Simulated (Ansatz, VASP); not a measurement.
SnO2 in VASP and in Ansatz

Contents of INCAR:

```
SYSTEM = SnO2
PREC     = Accurate       ! precision mode
ENCUT    = 520            ! plane-wave cutoff, eV
EDIFF    = 1E-6           ! SCF threshold, eV
ISMEAR   = 0              ! smearing method
SIGMA    = 0.05           ! smearing width, eV
LREAL    = .False.        ! projectors in reciprocal space
LASPH    = .True.         ! aspherical terms in the spheres
NELM     = 100            ! most SCF steps
ALGO     = Normal         ! electronic algorithm
ISIF     = 2              ! what is computed and relaxed
LWAVE    = .False.        ! write WAVECAR
LCHARG   = .True.         ! write CHGCAR
GGA      = PE             ! functional
LELF     = .True.         ! ELF
LVHAR    = .True.       
NBANDS   = 20             ! bands
```

Contents of KPOINTS:

```
Automatic mesh
0
Gamma
  12 12 12
  0 0 0
```

POSCAR

```
SnO2
1.0
    1.6587648191      0.9576883149      5.0460169415
   -1.6587648191      0.9576883149      5.0460169415
    0.0000000000     -1.9153766297      5.0460169415
Sn O
1 2
Direct
    0.5000000000      0.5000000000      0.5000000000
    0.2233609734      0.2233609734      0.2233609734
    0.7766390266      0.7766390266      0.7766390266
```

Input for Ansatz:

```yaml
crystal:
  lattice:
    - [1.6587648191, 0.9576883149, 5.0460169415]
    - [-1.6587648191, 0.9576883149, 5.0460169415]
    - [0.0, -1.9153766297, 5.0460169415]
  atoms:
    - { symbol: Sn, position: [0.5, 0.5, 0.5] }
    - { symbol: O, position: [0.2233609734, 0.2233609734, 0.2233609734] }
    - { symbol: O, position: [0.7766390266, 0.7766390266, 0.7766390266] }
basis:
  ecutwfc: 520.0
kpoints:
  mp_grid: { grid: [12, 12, 12] }
hamiltonian:
  xc: pbe
  pseudopotentials: { kind: paw, azcp: { folder: soft_1 } }
scf:
  occupations: { method: gaussian, width: 0.05 }
output:
  forces: true
  stress: true
  eigenvalues: true
```

Alike in both runs: task single point; functional PBE; k mesh 12 × 12 × 12; occupations gaussian, width 0.05 eV; no spin polarisation.

|  | VASP | Ansatz |
| --- | --- | --- |
| version | VASP 6.6.1 | Ansatz 0.2.0 |
| potentials or method | VASP PAW PBE potentials, release 64 (Sn_d, O), cutoff 520 eV | scalar-relativistic, plane waves, PAW |
| valence electrons in the cell | 26 | 26 |

```tsv
	VASP	Ansatz	Ansatz less VASP
gap on the k mesh at the Fermi level (eV)	1.72	1.74	+0.017
least direct gap on the mesh (eV)	2.36	2.36	+0.008
pressure (GPa)	3.2	2.7	-0.57
traceless stress, the component that is largest in VASP (GPa)	4.49	4.94	+0.448
rms of the force components (eV/Å)	0.694	0.670	-0.0240
```

Atom by atom the forces differ by 0.024 eV/Å (rms over components).
